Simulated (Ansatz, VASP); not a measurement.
BAs: VASP beside Ansatz

```xyz
2
Lattice="0.0000 2.3885 2.5796 2.3885 0.0000 2.5796 2.3885 2.3885 0.0000" Properties=species:S:1:pos:R:3 pbc="T T T"
B     0.0000    0.0000    0.0000
As    3.5827    3.5827    3.8694
```

Change from the starting cell: strain +0.000 along x and y, +0.080 along z, atoms carried along.

Alike in both runs: task single point; functional PBE; k mesh 10 × 10 × 10; occupations gaussian, width 0.05 eV; no spin polarisation.

|  | VASP | Ansatz |
| --- | --- | --- |
| version | VASP 6.6.1 | Ansatz 0.2.0 |
| potentials or method | VASP PAW PBE potentials, release 64 (B, As), cutoff 520 eV | scalar-relativistic, plane waves, PAW |
| valence electrons in the cell | 8 | 18 |

```csv
,VASP,Ansatz,Ansatz less VASP
gap on the k mesh at the Fermi level (eV),0.70,0.71,+0.007
least direct gap on the mesh (eV),2.80,2.80,+0.004
pressure (GPa),-6.1,-6.6,-0.44
"traceless stress, the component that is largest in VASP (GPa)",-10.88,-10.91,-0.033
```

VASP's potentials hold 8 valence electrons a cell and Ansatz's 18, so a difference there can come from the potentials and not from the codes.
